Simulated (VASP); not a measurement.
# GaC30 (a cell with a defect) in VASP: notebook, part 2 of 2

VASP 6.6.1. The steps go on from the part before.

## 3. Single point, PBE

The input, INCAR:

```
SYSTEM = GaC30
PREC = Accurate
ENCUT = 520
EDIFF = 1E-6
ISMEAR = -1
SIGMA = 0.01
LREAL = Auto
LASPH = .TRUE.
NELM = 120
ALGO = Normal
ISIF = 2
LWAVE = .FALSE.
LCHARG = .FALSE.
GGA = PE
NELECT = 132.0
NBANDS = 88
GGA_COMPAT = .FALSE.
```

The input, KPOINTS:

```
Automatic mesh
0
G
  1 1 1
  0 0 0
```

The input, POSCAR:

```
GaC30
1.0
   -3.5716218665      3.5716218665      3.5716218665
    3.5716218665     -3.5716218665      3.5716218665
    3.5716218665      3.5716218665     -3.5716218665
C Ga
30 1
Direct
    0.0053033751      0.0057020982      0.0043149231
    0.0053052301      0.2543894612      0.7556447660
    0.0049386945      0.5028557377      0.5033662937
    0.0049286085      0.7534303302      0.2527859157
    0.2566565569      0.0045275731      0.7544580272
    0.2537794578      0.2540122784      0.5033727514
    0.2537685801      0.7534344599      0.0039461370
    0.5021539086      0.0227328802      0.5011623727
    0.5043570538      0.2540101041      0.2527878668
    0.5043542750      0.5028443459      0.0039468599
    0.5021523563      0.7512300112      0.7726782194
    0.7554448527      0.0045225376      0.2556660389
    0.7566181730      0.2543718686      0.0043099288
    0.7554444244      0.5057300547      0.7544518704
    0.7736650017      0.7512349504      0.5011689656
    0.0019072787      0.0023110305      0.7522407480
    0.0030974589      0.2521753406      0.5008972801
   -0.0151208379      0.5054450097      0.2553743652
    0.0030732716      0.7509431790      0.0020908882
    0.2541831658      0.0026862339      0.5037706750
    0.2563710387      0.2339530954      0.2553800728
    0.2563726962      0.5054529880     -0.0160867186
    0.2541765472      0.7538335267      0.7526131764
    0.5047632344      0.0026865165      0.2531875544
    0.5018766355      0.2521568796      0.0020936809
    0.5047550992      0.5032517093      0.7526176494
    0.7532274005      0.0022985073      0.0009083085
    0.7532284003      0.2509689607      0.7522363459
    0.7536126741      0.5032584034      0.5037694928
    0.7536013609      0.7538340155      0.2531932832
    0.3792647163      0.6283228163      0.3782854817
```

Potentials or basis: VASP PAW PBE potentials, release 64 (C, Ga_d).

On the command line:

```sh
$ cat potpaw_PBE.64/C/POTCAR potpaw_PBE.64/Ga_d/POTCAR > POTCAR
$ mpirun -np 1 vasp_gam > vasp.out
```

OUTCAR:

```text
SYSTEM = GaC30
   PREC = Accurate
   ENCUT = 520
   EDIFF = 1E-6
   ISMEAR = -1
   LREAL = Auto
   LASPH = .TRUE.
   NELM = 120
   ISIF = 2
   GGA = PE
   NELECT = 132.0

 ion  position               nearest neighbor table
   1  0.005  0.006  0.004-  21 1.51  27 1.55  16 1.55  19 1.57
   2  0.005  0.254  0.756-  22 1.51  28 1.55  16 1.55  17 1.57
   3  0.005  0.503  0.503-  18 1.50  17 1.54  23 1.55  29 1.56
   4  0.005  0.753  0.253-  18 1.50  19 1.54  20 1.55  30 1.56
   5  0.257  0.005  0.754-  25 1.53  20 1.54  23 1.54  16 1.57
   6  0.254  0.254  0.503-  21 1.50  17 1.54  26 1.55  20 1.56
[... 22 lines left out ...]
  29  0.754  0.503  0.504-  15 1.50  14 1.54   9 1.55   3 1.56
  30  0.754  0.754  0.253-  15 1.50  12 1.54  10 1.55   4 1.56
  31  0.379  0.628  0.378-  21 2.06  22 2.06  18 2.06  11 2.06  15 2.06   8 2.06

  LATTYP: Found a body centered cubic cell.
 ALAT       =     7.1432437330

  Lattice vectors:

 A1 = (  -3.5716218665,   3.5716218665,   3.5716218665)
 A2 = (   3.5716218665,  -3.5716218665,   3.5716218665)
 A3 = (   3.5716218665,   3.5716218665,  -3.5716218665)

Analysis of symmetry for initial positions (statically):
[... 212 lines left out ...]
 Fermi energy:         9.2152394446

 k-point     1 :       0.0000    0.0000    0.0000
  band No.  band energies     occupation
      1     -11.6874      2.00000
      2      -7.7718      2.00000
      3      -7.7716      2.00000
      4      -7.5867      2.00000
      5      -7.4816      2.00000
      6      -7.4814      2.00000
[... 70 lines left out ...]
     77      15.7624      0.00000
     78      16.9376      0.00000
 [bands above 78 left out]

------------------------ aborting loop because EDIFF is reached ----------------------------------------

  FORCE on cell =-STRESS in cart. coord.  units (eV):
  Direction    XX          YY          ZZ          XY          YZ          ZX
  --------------------------------------------------------------------------------------
  -------------------------------------------------------------------------------------
  Total        0.0288002      0.0948902      0.1002565     -9.8600904     -9.8148597     -9.8563244
  in kB        0.2531916      0.8342104      0.8813874    -86.6832269    -86.2855891    -86.6501180
  external PRESSURE =       0.6562631 kB  Pullay stress =       0.0000000 kB

 VOLUME and BASIS-vectors are now :
 -----------------------------------------------------------------------------
  energy-cutoff  :      520.00
  volume of cell :      182.25
      direct lattice vectors                 reciprocal lattice vectors
    -3.571621867  3.571621867  3.571621867     0.000000000  0.139992423  0.139992423
     3.571621867 -3.571621867  3.571621867     0.139992423  0.000000000  0.139992423
     3.571621867  3.571621867 -3.571621867     0.139992423  0.139992423  0.000000000

 POSITION                                       TOTAL-FORCE (eV/Angst)
 -----------------------------------------------------------------------------------
      0.01684      0.01399      0.02390         0.181318      0.021301      0.181411
      3.58851      1.80924     -1.77135         0.180285      0.183424      0.019837
      3.57621      0.01946      0.01582        -0.224026      0.372828      0.819555
      3.57622     -1.77051      1.80572        -0.224913      0.819288      0.373296
      1.79413      3.59515     -1.76179         0.139789      0.164628      0.164500
      1.79869      1.79703      0.01578         0.372837     -0.225271      0.818805
[... 23 lines left out ...]
      0.90514      0.90348      4.47968         0.222645     -0.374305     -0.814780
      2.24063      0.46155      2.24763        -0.002706     -0.007088     -0.003424
 -----------------------------------------------------------------------------------
    total drift:                                0.071809      0.150945      0.155920

  FREE ENERGIE OF THE ION-ELECTRON SYSTEM (eV)
  ---------------------------------------------------
  free  energy   TOTEN  =      -278.0010055222 eV

  energy  without entropy=     -278.0010055222  energy(sigma->0) =     -278.00100552
```

stdout:

```text
POSCAR found type information on POSCAR C Ga
 POSCAR found :  2 types and      31 ions
 scaLAPACK will be used
 LDA part: xc-table for (Slater+PW92), standard interpolation
 POSCAR, INCAR and KPOINTS ok, starting setup
 FFT: planning ... GRIDC
 FFT: planning ... GRID_SOFT
 FFT: planning ... GRID
 WAVECAR not read
 entering main loop
 the old and the new charge density differ
 old charge density:   133.00000 new  132.00000
    0.215E+01
```

Run time: 96 s. Hardware: 1 thread of Intel Xeon 8259CL, shared host; peak memory 0.3 GiB.

Results:

* Free energy: -278.0010 eV
* Largest force: 0.928 eV/Å

Forces in eV/Å, atoms in the order of the input:
```
C    0.181  0.021  0.181
C    0.180  0.183  0.020
C   -0.224  0.373  0.820
C   -0.225  0.819  0.373
C    0.140  0.165  0.165
C    0.373 -0.225  0.819
C    0.373  0.819 -0.224
C   -0.259 -0.111 -0.256
C    0.816 -0.222  0.374
C    0.818  0.373 -0.222
C   -0.259 -0.258 -0.111
C    0.163  0.165  0.141
C    0.020  0.183  0.183
C    0.164  0.140  0.164
C   -0.108 -0.255 -0.255
C   -0.022 -0.181 -0.183
C   -0.165 -0.165 -0.139
C    0.112  0.255  0.254
C   -0.163 -0.136 -0.163
C   -0.814  0.222 -0.375
C    0.259  0.111  0.255
C    0.257  0.253  0.110
C   -0.812 -0.373  0.223
C   -0.373  0.223 -0.817
C   -0.140 -0.164 -0.165
C   -0.373 -0.815  0.223
C   -0.181 -0.181 -0.020
C   -0.180 -0.021 -0.182
C    0.222 -0.816 -0.376
C    0.223 -0.374 -0.815
Ga  -0.003 -0.007 -0.003
```

Caveat: the k points lie up to 1.24 Å⁻¹ apart; the cell carries a net charge on a neutralising background, which shifts energy and pressure; the cell is charged against a uniform background, so pressure and absolute levels hang on convention.

## 4. Single point, PBE

The input, INCAR:

```
PREC = Accurate
ENCUT = 520
EDIFF = 1E-6
ISMEAR = -1
SIGMA = 0.01
LREAL = Auto
LASPH = T
NELM = 120
ALGO = Normal
ISIF = 2
LWAVE = F
LCHARG = T
GGA = PE
LELF = T
LVHAR = T
NBANDS = 88
NELECT = 134.0
GGA_COMPAT = F
```

The input, KPOINTS:

```
Automatic mesh
0
Gamma
  1 1 1
  0.25 0.25 0.25
```

The input, POSCAR:

```
GaC30
1.0
   -3.5716218700      3.5716218700      3.5716218700
    3.5716218700     -3.5716218700      3.5716218700
    3.5716218700      3.5716218700     -3.5716218700
C Ga
30 1
Direct
    0.0061315030      0.0053313532      0.0051297715
    0.0061351287      0.2548088598      0.7556119251
    0.0022936293      0.5021942799      0.5045421383
    0.0022289922      0.7542754761      0.2524670624
    0.2557587299      0.0039207422      0.7541926153
    0.2534725161      0.2510136424      0.5045276211
    0.2534321670      0.7542263256      0.0012826835
    0.4994838460      0.0183264785      0.4984580291
    0.5055674558      0.2509928727      0.2524491269
    0.5055496329      0.5021240678      0.0012533119
    0.4994753502      0.7481768472      0.7686004055
    0.7552473355      0.0039434103      0.2546862641
    0.7566190874      0.2547945756      0.0050808465
    0.7552241100      0.5044044516      0.7542407411
    0.7696044867      0.7481954003      0.4985152171
    0.0022092799      0.0013513243      0.7516417632
    0.0035075518      0.2522258452      0.5020452531
   -0.0107848745      0.5080470054      0.2583120016
    0.0034893982      0.7517405336      0.0025029989
    0.2532176721      0.0052399906      0.5042411740
    0.2593213698      0.2379542511      0.2582899192
    0.2592929111      0.5079722764     -0.0117391905
    0.2532235917      0.7539595303      0.7555389611
    0.5052866050      0.0051829041      0.2522140866
    0.5030683186      0.2521819512      0.0024862339
    0.5053099162      0.5019338832      0.7555364017
    0.7527106240      0.0014140349      0.0012166746
    0.7527085649      0.2509130935      0.7516601373
    0.7565471768      0.5019509287      0.5043326866
    0.7565226084      0.7540463366      0.2522778980
    0.3794614051      0.6282247172      0.3785479978
```

On the command line:

```sh
$ cat potpaw_PBE.64/C/POTCAR potpaw_PBE.64/Ga_d/POTCAR > POTCAR
$ mpirun -np 1 vasp_std > vasp.out
```

It took 2.2 min on 1 thread of Intel Xeon 8259CL, shared host; peak memory 0.31 GiB.

Results (log left out):

| Item | Value |
| --- | --- |
| Free energy | -256.0286 eV |
| Largest force | 0.022 eV/Å |

Forces on the atoms (eV/Å):
```
C    0.003 -0.005  0.011
C    0.009  0.006 -0.003
C    0.011  0.014 -0.013
C    0.003 -0.002  0.016
C    0.005 -0.001 -0.005
C    0.009  0.016 -0.009
C    0.006 -0.001  0.013
C   -0.009  0.011 -0.010
C   -0.009  0.011  0.004
C    0.005  0.011  0.007
C   -0.006 -0.003  0.010
C    0.012  0.006 -0.007
C    0.009  0.011  0.012
C    0.002  0.002  0.010
C    0.009 -0.012 -0.006
C    0.013 -0.008 -0.009
C   -0.001  0.006  0.014
C   -0.018  0.001 -0.004
C    0.006  0.009  0.005
C    0.006  0.005 -0.011
C    0.000 -0.018 -0.003
C   -0.003 -0.003 -0.008
C    0.002 -0.013  0.007
C   -0.004 -0.012  0.012
C    0.011  0.001  0.006
C   -0.011  0.000 -0.007
C   -0.016 -0.011  0.002
C   -0.008  0.005 -0.017
C   -0.009 -0.003 -0.013
C   -0.016 -0.012  0.000
Ga  -0.011 -0.007 -0.002
```

Levels at points of the mesh, in eV from the Fermi level:
| k point | band 65 | band 66 | band 67 | band 68 | band 69 | band 70 |
| --- | --- | --- | --- | --- | --- | --- |
| (0.25, 0.25, 0.25) | -1.84 | -1.84 | 0.00 | 0.00 | 4.25 | 4.30 |

Caveat: the k points lie up to 1.24 Å⁻¹ apart; the cell carries a net charge on a neutralising background, which shifts energy and pressure; the cell is charged against a uniform background, so pressure and absolute levels hang on convention.

## 5. Single point, PBE

The input, INCAR:

```
SYSTEM = GaC30
ALGO = Normal
EDIFF = 1E-6
ENCUT = 520
GGA = PE
GGA_COMPAT = .False.
ISIF = 2
ISMEAR = 0
LASPH = .True.
LCHARG = .False.
LREAL = Auto
LWAVE = .False.
NBANDS = 88
NELECT = 132.0
NELM = 120
PREC = Accurate
SIGMA = 0.01
```

KPOINTS is that of step 4.

The input, POSCAR:

```
GaC30
1.0
   -3.5716218700      3.5716218700      3.5716218700
    3.5716218700     -3.5716218700      3.5716218700
    3.5716218700      3.5716218700     -3.5716218700
C Ga
30 1
Direct
    0.0053033751      0.0057020982      0.0043149231
    0.0053052301      0.2543894612      0.7556447660
    0.0049386945      0.5028557377      0.5033662937
    0.0049286085      0.7534303302      0.2527859157
    0.2566565569      0.0045275731      0.7544580272
    0.2537794578      0.2540122784      0.5033727514
    0.2537685801      0.7534344599      0.0039461370
    0.5021539086      0.0227328802      0.5011623727
    0.5043570538      0.2540101041      0.2527878668
    0.5043542750      0.5028443459      0.0039468599
    0.5021523563      0.7512300112      0.7726782194
    0.7554448527      0.0045225376      0.2556660389
    0.7566181730      0.2543718686      0.0043099288
    0.7554444244      0.5057300547      0.7544518704
    0.7736650017      0.7512349504      0.5011689656
    0.0019072787      0.0023110305      0.7522407480
    0.0030974589      0.2521753406      0.5008972801
   -0.0151208379      0.5054450097      0.2553743652
    0.0030732716      0.7509431790      0.0020908882
    0.2541831658      0.0026862339      0.5037706750
    0.2563710387      0.2339530954      0.2553800728
    0.2563726962      0.5054529880     -0.0160867186
    0.2541765472      0.7538335267      0.7526131764
    0.5047632344      0.0026865165      0.2531875544
    0.5018766355      0.2521568796      0.0020936809
    0.5047550992      0.5032517093      0.7526176494
    0.7532274005      0.0022985073      0.0009083085
    0.7532284003      0.2509689607      0.7522363459
    0.7536126741      0.5032584034      0.5037694928
    0.7536013609      0.7538340155      0.2531932832
    0.3792647163      0.6283228163      0.3782854817
```

On the command line:

```sh
$ cat potpaw_PBE.64/C/POTCAR potpaw_PBE.64/Ga_d/POTCAR > POTCAR
$ mpirun -np 1 vasp_std > vasp.out
```

Wall time 85 s (1 thread of Intel Xeon 8259CL, shared host); peak memory 0.31 GiB.

It converged, with:

```
Free energy   : -278.0785 eV
Largest force : 0.017 eV/Å
```

Forces in eV/Å, atoms in the order of the input:
```
C   -0.001 -0.006 -0.001
C   -0.002  0.001 -0.008
C    0.001  0.010 -0.001
C    0.000 -0.001  0.011
C   -0.002 -0.001 -0.001
C    0.010  0.000 -0.001
C    0.010 -0.001  0.002
C   -0.010  0.010 -0.007
C   -0.004  0.003  0.012
C   -0.002  0.011  0.004
C   -0.010 -0.009  0.011
C   -0.002 -0.001  0.000
C   -0.007  0.001  0.001
C   -0.002 -0.001 -0.002
C    0.013 -0.006 -0.006
C    0.005  0.001 -0.001
C    0.000  0.001  0.002
C   -0.010  0.006  0.006
C    0.002  0.005  0.002
C    0.006 -0.003 -0.013
C    0.010 -0.011  0.006
C    0.008  0.004 -0.012
C    0.008 -0.011 -0.002
C   -0.010 -0.002  0.003
C    0.002  0.001  0.000
C   -0.010  0.005 -0.002
C    0.002  0.001  0.008
C    0.002  0.006  0.000
C   -0.003  0.004 -0.014
C   -0.003 -0.012  0.005
Ga  -0.003 -0.007 -0.004
```

Levels at points of the mesh, in eV from the Fermi level:
| k point | band 64 | band 65 | band 66 | band 67 | band 68 | band 69 |
| --- | --- | --- | --- | --- | --- | --- |
| (0.25, 0.25, 0.25) | -1.50 | -0.06 | -0.06 | 1.75 | 1.75 | 6.11 |

Caveat: the k points lie up to 1.24 Å⁻¹ apart; the cell carries a net charge on a neutralising background, which shifts energy and pressure; the cell is charged against a uniform background, so pressure and absolute levels hang on convention.
